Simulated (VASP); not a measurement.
Write the native input for VASP 6.6.1 that does the following.

```
Task                   : single point
Functional             : LDA
Potentials or basis    : VASP PAW LDA potentials, release 64 (Sb)
Cutoff                 : 520 eV
k mesh                 : 9 × 9 × 5
Occupations            : fermi-dirac, width 0.05 eV
Spin                   : no spin polarisation
Dipole correction      : no
Further INCAR settings : ALGO = Normal; EDIFF = 1e-06; NBANDS = 12
```

The structure of Sb lies in POSCAR:

```
Sb
1.0
    3.2860533585      0.0000000000      0.0000000000
   -1.6430266792      2.8458056866      0.0000000000
    0.0000000000      0.0000000000      5.3584933852
Sb
2
Direct
    0.6666666667      0.3333333333      0.7500000000
    0.3333333333      0.6666666667      0.2500000000
```

This isn't the form of Sb at room conditions, which is rhombohedral.

These files were run (other wordings do the same):

INCAR

```
  ALGO = Normal
  EDIFF = 1E-6
  ENCUT = 520
  ISIF = 2
  ISMEAR = -1
  LASPH = True
  LCHARG = True
  LELF = True
  LREAL = False
  LVHAR = True
  LWAVE = False
  NBANDS = 12
  NELM = 60
  PREC = Accurate
  SIGMA = 0.05
```

KPOINTS

```
k-points
0
Gamma
  9 9 5
```

Potentials or basis: VASP PAW LDA potentials, release 64 (Sb).

Run with:

```bash
$ cat potpaw_LDA.64/Sb/POTCAR > POTCAR
$ mpirun -np 1 vasp_std > vasp.out
```

It gave:

The pressure is 1.5 GPa and the band gap on the k mesh is zero (bands 5 and 6 overlap by 7.40 eV).

Caveat: spin-orbit coupling is left out, which moves the levels of the heavy elements.

Wall time 14 s on 1 thread of Intel Xeon 8259CL, with other jobs on the host, peak memory 0.15 GiB.
